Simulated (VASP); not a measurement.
# ZrTlF6 (Fm-3m) in VASP: single point with PBE

Aim: the single point of ZrTlF6 with PBE.

Everything below comes from runs of VASP 6.6.1. Logs are shortened: lines on timing, memory, paths and dates and some standing lists are left out, and cuts for length are marked.

## (1) The cell of the first run

Symmetry: Fm-3m, No. 225, cubic system. Conventional cell: a = 8.892 Å, b = 8.892 Å, c = 8.892 Å, α = 90.00°, β = 90.00°, γ = 90.00°. Zr (site symmetry m-3m) has 6 F at 2.02 Å within 2.7 Å. Within 3.2 Å of Tl (site symmetry m-3m) lie 6 F at 2.42 Å. F (site symmetry 4mm) has 1 Zr at 2.02 Å and 1 Tl at 2.42 Å within 2.7 Å.

## (2) Single point, PBE

Input file POSCAR:

```
ZrTlF6
1.0
    0.0000000000      4.4461967000      4.4461967000
    4.4461967000      0.0000000000      4.4461967000
    4.4461967000      4.4461967000      0.0000000000
Zr Tl F
1 1 6
Direct
    0.0000000000      0.0000000000      0.0000000000
    0.5000000000      0.5000000000      0.5000000000
    0.7722940000      0.2277060000      0.2277060000
    0.2277060000      0.7722940000      0.7722940000
    0.2277060000      0.7722940000      0.2277060000
    0.7722940000      0.2277060000      0.7722940000
    0.2277060000      0.2277060000      0.7722940000
    0.7722940000      0.7722940000      0.2277060000
```

Input file INCAR.step1:

```
PREC = Accurate ; ENCUT = 520
EDIFF = 1E-6 ; ISMEAR = 0
SIGMA = 0.1 ; LREAL = F
LASPH = T ; NELM = 100
ALGO = Normal ; ISIF = 2
LWAVE = F ; LCHARG = T
LMAXMIX = 4 ; GGA = PE
NBANDS = 44
```

Input file KPOINTS.step1:

```
Automatic mesh
0
Gamma
  8 8 8
```

Input file INCAR.step2:

```
PREC = Accurate ; ENCUT = 520
EDIFF = 1E-6 ; ISMEAR = -5
SIGMA = 0.1 ; LREAL = F
LASPH = T ; NELM = 100
ALGO = Normal ; ISIF = 2
LWAVE = F ; LCHARG = F
LMAXMIX = 4 ; GGA = PE
LORBIT = 11 ; NBANDS = 44
NEDOS = 2001 ; ICHARG = 11
```

Input file KPOINTS.step2:

```
Automatic mesh
0
Gamma
  12 12 12
```

Potentials or basis: VASP PAW PBE potentials, release 64 (Zr_sv, Tl_d, F).

Started as:

```bash
$ cat potpaw_PBE.64/Zr_sv/POTCAR potpaw_PBE.64/Tl_d/POTCAR potpaw_PBE.64/F/POTCAR > POTCAR
$ cp INCAR.step1 INCAR
$ cp KPOINTS.step1 KPOINTS
$ mpirun -np 1 vasp_std > vasp.out
$ cp INCAR.step2 INCAR
$ cp KPOINTS.step2 KPOINTS
$ mpirun -np 1 vasp_std > vasp.out
```

OUTCAR:

```text
PREC = Accurate
   ENCUT = 520
   EDIFF = 1E-6
   ISMEAR = -5
   LREAL = F
   LASPH = T
   NELM = 100
   ISIF = 2
   GGA = PE
   LORBIT = 11
   ICHARG = 11

 ion  position               nearest neighbor table
   1  0.000  0.000  0.000-   3 2.02   4 2.02   5 2.02   6 2.02   7 2.02   8 2.02
   2  0.500  0.500  0.500-   3 2.42   4 2.42   5 2.42   6 2.42   7 2.42   8 2.42
   3  0.772  0.228  0.228-   1 2.02   2 2.42
   4  0.228  0.772  0.772-   1 2.02   2 2.42
   5  0.228  0.772  0.228-   1 2.02   2 2.42
   6  0.772  0.228  0.772-   1 2.02   2 2.42
   7  0.228  0.228  0.772-   1 2.02   2 2.42
   8  0.772  0.772  0.228-   1 2.02   2 2.42

  LATTYP: Found a face centered cubic cell.
 ALAT       =     8.8923934000

  Lattice vectors:

 A1 = (   0.0000000000,   4.4461967000,   4.4461967000)
 A2 = (   4.4461967000,   0.0000000000,   4.4461967000)
 A3 = (   4.4461967000,   4.4461967000,   0.0000000000)

Analysis of symmetry for initial positions (statically):
=====================================================================
 Subroutine PRICEL returns:
 Original cell was already a primitive cell.

 Routine SETGRP: Setting up the symmetry group for a
 face centered cubic supercell.

 Subroutine GETGRP returns: Found 48 space group operations
 (whereof 48 operations were pure point group operations)
 out of a pool of 48 trial point group operations.

The static configuration has the point symmetry O_h .

Analysis of symmetry for dynamics (positions and initial velocities):
=====================================================================
 Subroutine PRICEL returns:
 Original cell was already a primitive cell.

 Routine SETGRP: Setting up the symmetry group for a
 face centered cubic supercell.

 Subroutine GETGRP returns: Found 48 space group operations
 (whereof 48 operations were pure point group operations)
 out of a pool of 48 trial point group operations.

The dynamic configuration has the point symmetry O_h .

 Subroutine INISYM returns: Found 48 space group operations
 (whereof 48 operations are pure point group operations),
 and found     1 'primitive' translations

----------------------------------------------------------------------------------------

                                     Primitive cell

  volume of cell :     175.7907

  direct lattice vectors                    reciprocal lattice vectors
     0.000000000  4.446196700  4.446196700    -0.112455664  0.112455664  0.112455664
     4.446196700  0.000000000  4.446196700     0.112455664 -0.112455664  0.112455664
     4.446196700  4.446196700  0.000000000     0.112455664  0.112455664 -0.112455664

  length of vectors
     6.287871674  6.287871674  6.287871674     0.194778923  0.194778923  0.194778923

  position of ions in fractional coordinates (direct lattice)
     0.000000000  0.000000000  0.000000000
     0.500000000  0.500000000  0.500000000
     0.772294000  0.227706000  0.227706000
     0.227706000  0.772294000  0.772294000
     0.227706000  0.772294000  0.227706000
     0.772294000  0.227706000  0.772294000
     0.227706000  0.227706000  0.772294000
     0.772294000  0.772294000  0.227706000

  ion indices of the primitive-cell ions
   primitive index   ion index
                 1           1
                 2           2
                 3           3
                 4           4
                 5           5
                 6           6
                 7           7
                 8           8

----------------------------------------------------------------------------------------

 KPOINTS: Automatic mesh

Automatic generation of k-mesh.
 Grid dimensions read from file:
 generate k-points for:   12   12   12

 Generating k-lattice:

  Cartesian coordinates                     Fractional coordinates (reciprocal lattice)
    -0.009371305  0.009371305  0.009371305     0.083333333  0.000000000  0.000000000
     0.009371305 -0.009371305  0.009371305     0.000000000  0.083333333  0.000000000
     0.009371305  0.009371305 -0.009371305     0.000000000  0.000000000  0.083333333

  Length of vectors
     0.016231577  0.016231577  0.016231577

  Shift w.r.t. Gamma in fractional coordinates (k-lattice)
     0.000000000  0.000000000  0.000000000

 TETIRR: Found    247 inequivalent tetrahedra from    10368

 Subroutine IBZKPT returns following result:
 ===========================================

 Found     72 irreducible k-points:

 Following reciprocal coordinates:
            Coordinates               Weight
  0.000000  0.000000  0.000000      1.000000
  0.083333  0.000000  0.000000      8.000000
  0.166667  0.000000  0.000000      8.000000
  0.250000  0.000000  0.000000      8.000000
  0.333333  0.000000  0.000000      8.000000
  0.416667  0.000000  0.000000      8.000000
[... 16 lines left out ...]
  0.500000  0.166667  0.000000     24.000000
 -0.416667  0.166667  0.000000     24.000000
 [... further k-points ...]
   k-points           NKPTS =     72   k-points in BZ     NKDIM =     72   number of bands    NBANDS=     44
   number of dos      NEDOS =   2001   number of ions     NIONS =      8
   total plane-waves  NPLWV = 110592
   dimension x,y,z NGX =    48 NGY =   48 NGZ =   48
   dimension x,y,z NGXF=    96 NGYF=   96 NGZF=   96
   ions per type =               1   1   6
   NGX,Y,Z   is equivalent  to a cutoff of  12.69, 12.69, 12.69 a.u.
   NGXF,Y,Z  is equivalent  to a cutoff of  25.38, 25.38, 25.38 a.u.
 SYSTEM =  unknown system
   PREC   = accura    normal or accurate (medium, high low for compatibility)
   ISTART =      0    job   : 0-new  1-cont  2-samecut
   ICHARG =     11    charge: 1-file 2-atom 10-const
   ISPIN  =      1    spin polarized calculation?
   LNONCOLLINEAR =      F non collinear calculations
   LSORBIT =      F    spin-orbit coupling
   LASPH  =      T    aspherical Exc in radial PAW
   ENCUT  =  520.0 eV  38.22 Ry    6.18 a.u.  11.69 11.69 11.69*2*pi/ulx,y,z
   NELM   =    100;   NELMIN=  2; NELMDL=  0     # of ELM steps
   EDIFF  = 0.1E-05   stopping-criterion for ELM
   LREAL  =      F    real-space projection
   EDIFFG = 0.1E-04   stopping-criterion for IOM
   NSW    =      0    number of steps for IOM
   IBRION =     -1    ionic relax: 0-MD 1-quasi-New 2-CG
   NFREE  =      0    steps in history (QN), initial steepest desc. (CG)
   ISIF   =      2    stress and relaxation
   ISYM   =      2    0-nonsym 1-usesym 2-fastsym
   POTIM  = 0.5000    time-step for ionic-motion
   TEBEG  =    0.0;   TEEND  =   0.0 temperature during run
   PSTRESS=    0.0 pullay stress
   NELECT =      67.0000    total number of electrons
   NUPDOWN=      -1.0000    fix difference up-down
   EMIN   =  10.00;   EMAX   =-10.00  energy-range for DOS
   EFERMI =   0.00;   METHOD = LEGACY
   ISMEAR =    -5;   SIGMA  =   0.10  broadening in eV -4-tet -1-fermi 0-gaus
   EFERMI_NEDOS =   21; number of points for ismear=-14 and -15
   IALGO  =     38    algorithm
   IMIX   =      4    mixing-type and parameters
     AMIX     =   0.40;   BMIX     =  1.00
     AMIX_MAG =   1.60;   BMIX_MAG =  1.00
  volume/ion in A,a.u.               =      21.97       148.29
  Fermi-wavevector in a.u.,A,eV,Ry     =   1.186955  2.243021 19.168749  1.408863
  Thomas-Fermi vector in A             =   2.323117
   LORBIT       =     11    0 simple, 1 ext, 2 COOP (PROOUT), +10 PAW based schemes
   GGA     = PE    functional components
   LHFCALC =     F    Hartree Fock is set to
   AEXX    =    0.0000 exact exchange contribution
   IVDW    =     0    specifies the selected vdW correction
   LEPSILON=     F    determine dielectric tensor
   LRPA    =     F    only Hartree local field effects (RPA)
 non-spin polarized calculation
 Fermi weights with tetrahedron method with Bloechl corrections
  energy-cutoff  :      520.00
  volume of cell :      175.79
 maximum number of plane-waves:      4772

 number of electron      67.0000023 magnetization

 Free energy of the ion-electron system (eV)
  ---------------------------------------------------
  ext. energy  EPLUGINS =         0.00000000
  ---------------------------------------------------
  free energy    TOTEN  =       -45.21989658 eV

  energy without entropy =      -45.21989658  energy(sigma->0) =      -45.21989658

 E-fermi :  -1.0280     XC(G=0):  -7.2888

 val. band max:       -1.0467405523   @ k =   0.5000   0.3333   0.1667
 cond. band min:      -1.0212454433   @ k =   0.4167   0.2500   0.0833
 fundamental gap:      0.0254951090
 Fermi energy:        -1.0280422011

 k-point     1 :       0.0000    0.0000    0.0000
  band No.  band energies     occupation
      1     -49.6895      2.00000
      2     -28.2110      2.00000
      3     -28.2110      2.00000
      4     -28.2110      2.00000
      5     -23.3422      2.00000
      6     -23.2777      2.00000
[... 36 lines left out ...]
     43       7.1421      0.00000
     44       7.8274      0.00000

 k-point     2 :       0.0833    0.0000    0.0000
  band No.  band energies     occupation
      1     -49.6895      2.00000
      2     -28.2112      2.00000
      3     -28.2110      2.00000
      4     -28.2110      2.00000
      5     -23.3388      2.00000
      6     -23.2778      2.00000
[... 36 lines left out ...]
     43       7.2734      0.00000
     44       7.8018      0.00000

 k-point     3 :       0.1667    0.0000    0.0000
  band No.  band energies     occupation
      1     -49.6895      2.00000
      2     -28.2116      2.00000
      3     -28.2110      2.00000
      4     -28.2110      2.00000
      5     -23.3288      2.00000
      6     -23.2777      2.00000
[... 36 lines left out ...]
     43       7.5244      0.00000
     44       7.8022      0.00000

 k-point     4 :       0.2500    0.0000    0.0000
  band No.  band energies     occupation
      1     -49.6895      2.00000
      2     -28.2122      2.00000
      3     -28.2110      2.00000
      4     -28.2110      2.00000
      5     -23.3144      2.00000
      6     -23.2774      2.00000
[... 882 lines left out ...]
     43       8.1028      0.00000
     44       8.3173      0.00000

 k-point    23 :       0.5000    0.1667    0.0000
  band No.  band energies     occupation
      1     -49.6895      2.00000
      2     -28.2129      2.00000
      3     -28.2111      2.00000
      4     -28.2111      2.00000
      5     -23.2930      2.00000
      6     -23.2819      2.00000
[... 36 lines left out ...]
     43       8.0621      0.00000
     44       8.6352      0.00000

 k-point    24 :      -0.4167    0.1667    0.0000
  band No.  band energies     occupation
      1     -49.6895      2.00000
      2     -28.2130      2.00000
      3     -28.2112      2.00000
      4     -28.2110      2.00000
      5     -23.2893      2.00000
      6     -23.2833      2.00000
[... 36 lines left out ...]
     43       8.0353      0.00000
     44       8.6729      0.00000

 [... further k-points ...]

------------------------ aborting loop because EDIFF is reached ----------------------------------------

  FORCE on cell =-STRESS in cart. coord.  units (eV):
  Direction    XX          YY          ZZ          XY          YZ          ZX
  --------------------------------------------------------------------------------------
  -------------------------------------------------------------------------------------
  Total       -0.0506252     -0.0506252     -0.0506252     -0.0000000      0.0000000      0.0000000
  in kB       -0.4614038     -0.4614038     -0.4614038     -0.0000000      0.0000000      0.0000000
  external PRESSURE =      -0.4614038 kB  Pullay stress =       0.0000000 kB

 VOLUME and BASIS-vectors are now :
 -----------------------------------------------------------------------------
  energy-cutoff  :      520.00
  volume of cell :      175.79
      direct lattice vectors                 reciprocal lattice vectors
     0.000000000  4.446196700  4.446196700    -0.112455664  0.112455664  0.112455664
     4.446196700  0.000000000  4.446196700     0.112455664 -0.112455664  0.112455664
     4.446196700  4.446196700  0.000000000     0.112455664  0.112455664 -0.112455664

 POSITION                                       TOTAL-FORCE (eV/Angst)
 -----------------------------------------------------------------------------------
      0.00000      0.00000      0.00000         0.000000      0.000000     -0.000000
      4.44620      4.44620      4.44620         0.000000      0.000000     -0.000000
      2.02485      4.44620      4.44620         0.065535      0.000000     -0.000000
      6.86754      4.44620      4.44620        -0.065535      0.000000     -0.000000
      4.44620      2.02485      4.44620         0.000000      0.065535     -0.000000
      4.44620      6.86754      4.44620         0.000000     -0.065535     -0.000000
      4.44620      4.44620      2.02485         0.000000      0.000000      0.065535
      4.44620      4.44620      6.86754         0.000000      0.000000     -0.065535
 -----------------------------------------------------------------------------------
    total drift:                               -0.000000     -0.000000      0.000000

  FREE ENERGIE OF THE ION-ELECTRON SYSTEM (eV)
  ---------------------------------------------------
  free  energy   TOTEN  =       -45.2198965780 eV

  energy  without entropy=      -45.2198965780  energy(sigma->0) =      -45.21989658

 total charge

# of ion       s       p       d       tot
------------------------------------------
    1        2.174   6.068   1.304   9.546
    2        0.978   0.192   9.757  10.927
    3        1.742   4.343   0.000   6.085
    4        1.742   4.343   0.000   6.085
    5        1.742   4.343   0.000   6.085
    6        1.742   4.343   0.000   6.085
    7        1.742   4.343   0.000   6.085
    8        1.742   4.343   0.000   6.085
--------------------------------------------------
tot         13.604  32.317  11.061  56.982
```

Run time: 6.1 min. Hardware: 1 thread of AMD EPYC 9R45 (Zen 5), shared host; peak memory 0.6 GiB.

Results:

- Valence electrons inside the program's atomic spheres: Zr 9.55; Tl 10.93; F 6.08

Levels at points of the mesh, in eV from the Fermi level:
| k point | band 30 | band 31 | band 32 | band 33 | band 34 | band 35 | band 36 | band 37 | band 38 | band 39 |
| --- | --- | --- | --- | --- | --- | --- | --- | --- | --- | --- |
| (0.00, 0.00, 0.00) | -3.09 | -2.65 | -2.65 | -2.65 | -0.26 | 4.46 | 4.46 | 4.46 | 6.11 | 7.40 |
| (0.50, 0.00, 0.00) | -3.00 | -2.81 | -2.81 | -2.74 | 0.37 | 4.36 | 4.47 | 4.47 | 5.74 | 6.43 |
| (0.50, 0.50, 0.00) | -3.12 | -2.82 | -2.82 | -2.65 | -0.50 | 4.47 | 4.54 | 4.54 | 6.17 | 7.05 |

Caveat: spin-orbit coupling is left out, which moves the levels of the heavy elements; an odd number of electrons without spin polarisation forces a metal; a magnetic or distorted state may lie lower; tetrahedron occupations give inexact forces and stress in metals.
